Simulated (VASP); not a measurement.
# BaTiO3 (P4mm) in VASP: single point with PBE

Aim: the single point of BaTiO3 with PBE.

Program: VASP 6.6.1. These are calculated values, not measurements. Logs are shortened: lines on timing, memory, paths and dates and some standing lists are left out, and cuts for length are marked.

### 1 The cell of the first run

Symmetry: P4mm, No. 99, tetragonal system. Conventional cell: a = 3.985 Å, b = 3.985 Å, c = 4.202 Å, α = 90.00°, β = 90.00°, γ = 90.00°. Within 3.7 Å of Ba (site symmetry 4mm) lie 12 O at 2.80 to 2.99 Å and 8 Ti at 3.47 to 3.56 Å. Within 2.4 Å of Ti (site symmetry 4mm) lie 6 O at 1.81 to 2.39 Å. O (site symmetry 4mm) has 2 Ti at 1.81 to 2.39 Å within 2.4 Å. O (site symmetry 2mm) has 2 Ti at 2.00 Å within 2.7 Å.

### 2 Single point, PBE

Input file INCAR:

```
ALGO = Normal
EDIFF = 1E-6
ENCUT = 520
GGA = PE
ISIF = 2
ISMEAR = 0
LASPH = T
LCHARG = F
LREAL = F
LWAVE = F
NBANDS = 28
NELM = 100
PREC = Accurate
SIGMA = 0.01
```

Input file KPOINTS:

```
k-points
0
Gamma
  6 6 6
```

Input file POSCAR:

```
BaTiO3
1.0
    3.9853829710      0.0000000000      0.0000000000
    0.0000000000      3.9853829710      0.0000000000
    0.0000000000      0.0000000000      4.2018789183
Ba Ti O
1 1 3
Direct
    0.0000000000      0.0000000000     -0.0106267900
    0.5000000000      0.5000000000      0.4720796103
    0.5000000000      0.5000000000      0.0408532693
    0.5000000000      0.0000000000      0.5203469552
    0.0000000000      0.5000000000      0.5203469552
```

Potentials or basis: VASP PAW PBE potentials, release 64 (Ba_sv, Ti_sv, O).

Run with:

```bash
$ cat potpaw_PBE.64/Ba_sv/POTCAR potpaw_PBE.64/Ti_sv/POTCAR potpaw_PBE.64/O/POTCAR > POTCAR
$ mpirun -np 1 vasp_std > vasp.out
```

OUTCAR:

```text
EDIFF = 1E-6
   ENCUT = 520
   GGA = PE
   ISIF = 2
   ISMEAR = 0
   LASPH = T
   LREAL = F
   NELM = 100
   PREC = Accurate

 ion  position               nearest neighbor table
   1  0.000  0.000  0.989-   4 2.80   5 2.80   5 2.80   4 2.80   3 2.83   3 2.83   3 2.83   3 2.83
                             4 2.99   5 2.99   5 2.99   4 2.99   2 3.47   2 3.47   2 3.47   2 3.47
   2  0.500  0.500  0.472-   3 1.81   4 2.00   5 2.00   4 2.00   5 2.00   3 2.39   1 3.47   1 3.47
                             1 3.47   1 3.47   1 3.56   1 3.56   1 3.56   1 3.56
   3  0.500  0.500  0.041-   2 1.81   2 2.39   1 2.83   1 2.83   1 2.83   1 2.83
   4  0.500  0.000  0.520-   2 2.00   2 2.00   1 2.80   1 2.80   1 2.99   1 2.99
   5  0.000  0.500  0.520-   2 2.00   2 2.00   1 2.80   1 2.80   1 2.99   1 2.99

  LATTYP: Found a simple tetragonal cell.
 ALAT       =     3.9853829710
 C/A-ratio  =     1.0543224952

  Lattice vectors:

 A1 = (   3.9853829710,   0.0000000000,   0.0000000000)
 A2 = (   0.0000000000,   3.9853829710,   0.0000000000)
 A3 = (   0.0000000000,   0.0000000000,   4.2018789183)

Analysis of symmetry for initial positions (statically):
=====================================================================
 Subroutine PRICEL returns:
 Original cell was already a primitive cell.

 Routine SETGRP: Setting up the symmetry group for a
 simple tetragonal supercell.

 Subroutine GETGRP returns: Found  8 space group operations
 (whereof  8 operations were pure point group operations)
 out of a pool of 16 trial point group operations.

The static configuration has the point symmetry C_4v.

Analysis of symmetry for dynamics (positions and initial velocities):
=====================================================================
 Subroutine PRICEL returns:
 Original cell was already a primitive cell.

 Routine SETGRP: Setting up the symmetry group for a
 simple tetragonal supercell.

 Subroutine GETGRP returns: Found  8 space group operations
 (whereof  8 operations were pure point group operations)
 out of a pool of 16 trial point group operations.

The dynamic configuration has the point symmetry C_4v.

 Subroutine INISYM returns: Found  8 space group operations
 (whereof  8 operations are pure point group operations),
 and found     1 'primitive' translations

----------------------------------------------------------------------------------------

                                     Primitive cell

  volume of cell :      66.7396

  direct lattice vectors                    reciprocal lattice vectors
     3.985382971  0.000000000  0.000000000     0.250916915  0.000000000  0.000000000
     0.000000000  3.985382971  0.000000000     0.000000000  0.250916915  0.000000000
     0.000000000  0.000000000  4.201878918     0.000000000  0.000000000  0.237988771

  length of vectors
     3.985382971  3.985382971  4.201878918     0.250916915  0.250916915  0.237988771

  position of ions in fractional coordinates (direct lattice)
     0.000000000  0.000000000  0.989373210
     0.500000000  0.500000000  0.472079610
     0.500000000  0.500000000  0.040853269
     0.500000000  0.000000000  0.520346955
     0.000000000  0.500000000  0.520346955

  ion indices of the primitive-cell ions
   primitive index   ion index
                 1           1
                 2           2
                 3           3
                 4           4
                 5           5

----------------------------------------------------------------------------------------

 KPOINTS: k-points

Automatic generation of k-mesh.
 Grid dimensions read from file:
 generate k-points for:    6    6    6

 Generating k-lattice:

  Cartesian coordinates                     Fractional coordinates (reciprocal lattice)
     0.041819486  0.000000000  0.000000000     0.166666667  0.000000000  0.000000000
     0.000000000  0.041819486  0.000000000     0.000000000  0.166666667  0.000000000
     0.000000000  0.000000000  0.039664795     0.000000000  0.000000000  0.166666667

  Length of vectors
     0.041819486  0.041819486  0.039664795

  Shift w.r.t. Gamma in fractional coordinates (k-lattice)
     0.000000000  0.000000000  0.000000000

 Subroutine IBZKPT returns following result:
 ===========================================

 Found     40 irreducible k-points:

 Following reciprocal coordinates:
            Coordinates               Weight
  0.000000  0.000000  0.000000      1.000000
  0.166667  0.000000  0.000000      4.000000
  0.333333  0.000000  0.000000      4.000000
  0.500000  0.000000  0.000000      2.000000
  0.166667  0.166667  0.000000      4.000000
  0.333333  0.166667  0.000000      8.000000
[... 16 lines left out ...]
  0.333333  0.000000  0.333333      8.000000
  0.500000  0.000000  0.333333      4.000000
 [... further k-points ...]
   k-points           NKPTS =     40   k-points in BZ     NKDIM =     40   number of bands    NBANDS=     28
   number of dos      NEDOS =    301   number of ions     NIONS =      5
   total plane-waves  NPLWV =  28800
   dimension x,y,z NGX =    30 NGY =   30 NGZ =   32
   dimension x,y,z NGXF=    60 NGYF=   60 NGZF=   64
   ions per type =               1   1   3
   NGX,Y,Z   is equivalent  to a cutoff of  12.51, 12.51, 12.66 a.u.
   NGXF,Y,Z  is equivalent  to a cutoff of  25.03, 25.03, 25.32 a.u.
 SYSTEM =  unknown system
   PREC   = accura    normal or accurate (medium, high low for compatibility)
   ISTART =      0    job   : 0-new  1-cont  2-samecut
   ICHARG =      2    charge: 1-file 2-atom 10-const
   ISPIN  =      1    spin polarized calculation?
   LNONCOLLINEAR =      F non collinear calculations
   LSORBIT =      F    spin-orbit coupling
   LASPH  =      T    aspherical Exc in radial PAW
   ENCUT  =  520.0 eV  38.22 Ry    6.18 a.u.   7.41  7.41  7.81*2*pi/ulx,y,z
   NELM   =    100;   NELMIN=  2; NELMDL= -5     # of ELM steps
   EDIFF  = 0.1E-05   stopping-criterion for ELM
   LREAL  =      F    real-space projection
   EDIFFG = 0.1E-04   stopping-criterion for IOM
   NSW    =      0    number of steps for IOM
   IBRION =     -1    ionic relax: 0-MD 1-quasi-New 2-CG
   NFREE  =      0    steps in history (QN), initial steepest desc. (CG)
   ISIF   =      2    stress and relaxation
   ISYM   =      2    0-nonsym 1-usesym 2-fastsym
   POTIM  = 0.5000    time-step for ionic-motion
   TEBEG  =    0.0;   TEEND  =   0.0 temperature during run
   PSTRESS=    0.0 pullay stress
   NELECT =      40.0000    total number of electrons
   NUPDOWN=      -1.0000    fix difference up-down
   EMIN   =  10.00;   EMAX   =-10.00  energy-range for DOS
   EFERMI =   0.00;   METHOD = LEGACY
   ISMEAR =     0;   SIGMA  =   0.01  broadening in eV -4-tet -1-fermi 0-gaus
   EFERMI_NEDOS =   21; number of points for ismear=-14 and -15
   IALGO  =     38    algorithm
   IMIX   =      4    mixing-type and parameters
     AMIX     =   0.40;   BMIX     =  1.00
     AMIX_MAG =   1.60;   BMIX_MAG =  1.00
  volume/ion in A,a.u.               =      13.35        90.08
  Fermi-wavevector in a.u.,A,eV,Ry     =   1.380279  2.608349 25.921421  1.905171
  Thomas-Fermi vector in A             =   2.505171
   LORBIT       =      0    0 simple, 1 ext, 2 COOP (PROOUT), +10 PAW based schemes
   GGA     = PE    functional components
   LHFCALC =     F    Hartree Fock is set to
   AEXX    =    0.0000 exact exchange contribution
   IVDW    =     0    specifies the selected vdW correction
   LEPSILON=     F    determine dielectric tensor
   LRPA    =     F    only Hartree local field effects (RPA)
 non-spin polarized calculation
 Gauss-broadening in eV      SIGMA  =   0.01
  energy-cutoff  :      520.00
  volume of cell :       66.74
 maximum number of plane-waves:      1832
 NGX is ok and might be reduce to    30
   NGX = 15   NGY = 15   NGZ = 15

 number of electron      39.9999983 magnetization

 Free energy of the ion-electron system (eV)
  ---------------------------------------------------
  ext. energy  EPLUGINS =         0.00000000
  ---------------------------------------------------
  free energy    TOTEN  =       -40.04035780 eV

  energy without entropy =      -40.04035780  energy(sigma->0) =      -40.04035780

 E-fermi :   3.8368     XC(G=0): -11.0228

 val. band max:        3.7467271923   @ k =   0.5000   0.5000   0.5000
 cond. band min:       5.5341860923   @ k =   0.0000   0.0000   0.0000
 fundamental gap:      1.7874588999
 Fermi energy:         3.8368490891

 k-point     1 :       0.0000    0.0000    0.0000
  band No.  band energies     occupation
      1     -52.9060      2.00000
      2     -29.2423      2.00000
      3     -29.1032      2.00000
      4     -29.1032      2.00000
      5     -21.4454      2.00000
      6     -13.2703      2.00000
[... 20 lines left out ...]
     27       8.8215      0.00000
     28      10.4001      0.00000

 k-point     2 :       0.1667    0.0000    0.0000
  band No.  band energies     occupation
      1     -52.9057      2.00000
      2     -29.2417      2.00000
      3     -29.1166      2.00000
      4     -29.1027      2.00000
      5     -21.4186      2.00000
      6     -13.2842      2.00000
[... 20 lines left out ...]
     27       9.3135      0.00000
     28      11.0514      0.00000

 k-point     3 :       0.3333    0.0000    0.0000
  band No.  band energies     occupation
      1     -52.9052      2.00000
      2     -29.2406      2.00000
      3     -29.1433      2.00000
      4     -29.1017      2.00000
      5     -21.3638      2.00000
      6     -13.3864      2.00000
[... 20 lines left out ...]
     27      10.3790      0.00000
     28      11.6189      0.00000

 k-point     4 :       0.5000    0.0000    0.0000
  band No.  band energies     occupation
      1     -52.9049      2.00000
      2     -29.2400      2.00000
      3     -29.1566      2.00000
      4     -29.1012      2.00000
      5     -21.3359      2.00000
      6     -13.4584      2.00000
[... 20 lines left out ...]
     27      11.0614      0.00000
     28      11.5606      0.00000

 k-point     5 :       0.1667    0.1667    0.0000
  band No.  band energies     occupation
      1     -52.9055      2.00000
      2     -29.2412      2.00000
      3     -29.1163      2.00000
      4     -29.1158      2.00000
      5     -21.3938      2.00000
      6     -13.2667      2.00000
[... 20 lines left out ...]
     27       9.6697      0.00000
     28      11.3577      0.00000

 k-point     6 :       0.3333    0.1667    0.0000
  band No.  band energies     occupation
      1     -52.9049      2.00000
      2     -29.2401      2.00000
      3     -29.1426      2.00000
      4     -29.1149      2.00000
      5     -21.3435      2.00000
      6     -13.3037      2.00000
[... 463 lines left out ...]
      5     -21.3905      2.00000
      6     -13.3527      2.00000
[... 20 lines left out ...]
     27      10.1448      0.00000
     28      11.7420      0.00000

 k-point    22 :       0.1667    0.0000    0.3333
  band No.  band energies     occupation
      1     -52.9054      2.00000
      2     -29.2633      2.00000
      3     -29.1157      2.00000
      4     -29.1019      2.00000
      5     -21.3692      2.00000
      6     -13.2589      2.00000
[... 20 lines left out ...]
     27      10.6340      0.00000
     28      11.9632      0.00000

 k-point    23 :       0.3333    0.0000    0.3333
  band No.  band energies     occupation
      1     -52.9048      2.00000
      2     -29.2617      2.00000
      3     -29.1420      2.00000
      4     -29.1010      2.00000
      5     -21.3257      2.00000
      6     -13.1210      2.00000
[... 20 lines left out ...]
     27      11.4919      0.00000
     28      12.0123      0.00000

 k-point    24 :       0.5000    0.0000    0.3333
  band No.  band energies     occupation
      1     -52.9046      2.00000
      2     -29.2609      2.00000
      3     -29.1550      2.00000
      4     -29.1005      2.00000
      5     -21.3037      2.00000
      6     -13.1061      2.00000
[... 20 lines left out ...]
     27      11.3591      0.00000
     28      12.7520      0.00000

 [... further k-points ...]
[... 5 lines left out ...]
  --------------------------------------------------------------------------------------
  -------------------------------------------------------------------------------------
  Total        0.6503980      0.6503980      0.6758164      0.0000000      0.0000000      0.0000000
  in kB       15.6137100     15.6137100     16.2239144      0.0000000      0.0000000      0.0000000
  external PRESSURE =      15.8171114 kB  Pullay stress =       0.0000000 kB

 VOLUME and BASIS-vectors are now :
 -----------------------------------------------------------------------------
  energy-cutoff  :      520.00
  volume of cell :       66.74
      direct lattice vectors                 reciprocal lattice vectors
     3.985382971  0.000000000  0.000000000     0.250916915  0.000000000  0.000000000
     0.000000000  3.985382971  0.000000000     0.000000000  0.250916915  0.000000000
     0.000000000  0.000000000  4.201878918     0.000000000  0.000000000  0.237988771

 POSITION                                       TOTAL-FORCE (eV/Angst)
 -----------------------------------------------------------------------------------
      0.00000      0.00000      4.15723        -0.000000      0.000000      0.046870
      1.99269      1.99269      1.98362         0.000000     -0.000000      0.082718
      1.99269      1.99269      0.17166         0.000000     -0.000000     -0.080813
      1.99269      0.00000      2.18643         0.000000      0.000000     -0.024388
      0.00000      1.99269      2.18643         0.000000      0.000000     -0.024388
 -----------------------------------------------------------------------------------
    total drift:                                0.000000      0.000000      0.000040

  FREE ENERGIE OF THE ION-ELECTRON SYSTEM (eV)
  ---------------------------------------------------
  free  energy   TOTEN  =       -40.0403577951 eV

  energy  without entropy=      -40.0403577951  energy(sigma->0) =      -40.04035780
```

It took 56 s on 1 thread of Intel Xeon Platinum 8375C at 2.90GHz (Ice Lake), shared host; peak memory 0.22 GiB.

Results:

```yaml
Free_energy: -40.0404 eV
Pressure: 1.6 GPa
Largest_force: 0.083 eV/Å
Band_gap_on_the_k_mesh: 1.79 eV, indirect (least direct gap 2.35 eV)
```

Forces in eV/Å, atoms in the order of the input:
```
Ba   0.000  0.000  0.047
Ti   0.000  0.000  0.083
O    0.000  0.000 -0.081
O    0.000  0.000 -0.024
O    0.000  0.000 -0.024
```

Caveat: spin-orbit coupling is left out, which moves the levels of the heavy elements. A k mesh can miss the band edges.
